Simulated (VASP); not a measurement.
Set up this calculation in VASP 6.6.1, as the native input.

```yaml
Task: relaxation of cell and atoms
Functional: PBE
Potentials_or_basis: VASP PAW PBE potentials, release 64 (Te, Mo_sv)
Cutoff: 600 eV
k_mesh: 6 × 6 × 12
Occupations: gaussian, width 0.1 eV
Spin: no spin polarisation
Dipole_correction: no
Further_INCAR_settings: ALGO = Normal; EDIFF = 1e-07; IBRION = 2; EDIFFG = -0.01; NSW = 100; ISIF = 3
```

The structure of Te5Mo lies in POSCAR:

```
Te5Mo
1.0
    8.4283018050      0.0000000000      0.0000000000
   -4.2141509025      7.2991234739      0.0000000000
    0.0000000000      0.0000000000      3.2376149571
Te Mo
5 1
Direct
    0.0000000000      0.2564913335      0.5000000000
    0.7435086665      0.7435086665      0.5000000000
    0.2564913335      0.0000000000      0.5000000000
    0.6666666667      0.3333333333      0.0000000000
    0.3333333333      0.6666666667      0.0000000000
    0.0000000000      0.0000000000      0.0000000000
```

The cell was generated, and may not be a known phase.

The input as run:

INCAR

```
  ALGO = Normal
  EDIFF = 1E-7
  EDIFFG = -0.01
  ENCUT = 600
  GGA = PE
  IBRION = 2
  ISIF = 3
  ISMEAR = 0
  LASPH = T
  LCHARG = F
  LREAL = F
  LWAVE = F
  NELM = 80
  NSW = 100
  PREC = Accurate
  SIGMA = 0.1
```

KPOINTS

```
k-points
0
Gamma
  6 6 12
```

Potentials or basis: VASP PAW PBE potentials, release 64 (Te, Mo_sv).

Command:

```bash
$ cat potpaw_PBE.64/Te/POTCAR potpaw_PBE.64/Mo_sv/POTCAR > POTCAR
$ mpirun -np 1 vasp_std > vasp.out
```

It gave:

```
Relaxed volume                        : 32.67 Å³/atom
Relaxed cell                          : a = 8.336 Å, b = 8.336 Å, c = 3.258 Å, α = 90.00°, β = 90.00°, γ = 120.00°
Space group after relaxing (to 0.1 Å) : P-62m (No. 189)
Energy gained by relaxing             : 1.1 meV/atom
Ionic steps                           : 8
Pressure after relaxing               : 0.0 GPa
Band gap on the k mesh                : zero (bands 22 and 23 overlap by 1.52 eV)
```

Caveat: spin-orbit coupling is left out, which moves the levels of the heavy elements.

It took 52 min on 1 thread of Intel Xeon 8259CL, on a shared host, peak memory 0.59 GiB.
